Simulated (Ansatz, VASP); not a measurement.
# One calculation of CsPbBr3, two programs

Contents of INCAR:

```
SYSTEM = CsPbBr3
PREC = Accurate
ENCUT = 520
EDIFF = 1E-7
ISMEAR = 0
SIGMA = 0.05
LREAL = .False.
LASPH = .True.
NELM = 60
ALGO = Normal
ISIF = 2
LWAVE = .False.
LCHARG = .True.
GGA = PE
LELF = .True.
LVHAR = .True.
NBANDS = 30
```

File KPOINTS:

```
Automatic mesh
0
Gamma
  6 6 6
  0 0 0
```

The input POSCAR:

```
CsPbBr3
1.0
    5.8700000000      0.0000000000      0.0000000000
    0.0000000000      6.2222000000      0.0000000000
    0.0000000000      0.0000000000      5.8700000000
Cs Pb Br
1 1 3
Direct
    0.0000000000      0.0000000000      0.0000000000
    0.5000000000      0.5000000000      0.5000000000
    0.0000000000      0.5000000000      0.5000000000
    0.5000000000      0.0000000000      0.5000000000
    0.5000000000      0.5000000000      0.0000000000
```

Input for Ansatz:

```yaml
crystal:
  lattice:
    - [5.87, 0.0, 0.0]
    - [0.0, 6.2222, 0.0]
    - [0.0, 0.0, 5.87]
  atoms:
    - { symbol: Cs, position: [0.0, 0.0, 0.0] }
    - { symbol: Pb, position: [0.5, 0.5, 0.5] }
    - { symbol: Br, position: [0.0, 0.5, 0.5] }
    - { symbol: Br, position: [0.5, 0.0, 0.5] }
    - { symbol: Br, position: [0.5, 0.5, 0.0] }
basis:
  ecutwfc: 420
kpoints:
  mp_grid: { grid: [6, 6, 6] }
hamiltonian:
  xc: pbe
scf:
  occupations: { method: gaussian, width: 0.05 }
output:
  forces: true
  stress: true
  eigenvalues: true
```

Change from the starting cell: strain +0.0600 x Voigt [0, 1, 0, 0, 0, 0], atoms carried along.

Alike in both runs: task single point; functional PBE; k mesh 6 × 6 × 6; occupations gaussian, width 0.05 eV; no spin polarisation.

|  | VASP | Ansatz |
| --- | --- | --- |
| version | VASP 6.6.1 | Ansatz 0.2.0 |
| potentials or method | VASP PAW PBE potentials, release 64 (Cs_sv, Pb_d, Br), cutoff 520 eV | scalar-relativistic, plane waves, PAW |
| valence electrons in the cell | 44 | 44 |

```tsv
	VASP	Ansatz	Ansatz less VASP
gap on the k mesh at the Fermi level (eV)	1.49	1.49	-0.005
least direct gap on the mesh (eV)	1.49	1.49	-0.005
pressure (GPa)	0.3	0.3	+0.01
traceless stress, the component that is largest in VASP (GPa)	-1.33	-1.32	+0.003
```

Spin-orbit coupling is off throughout.
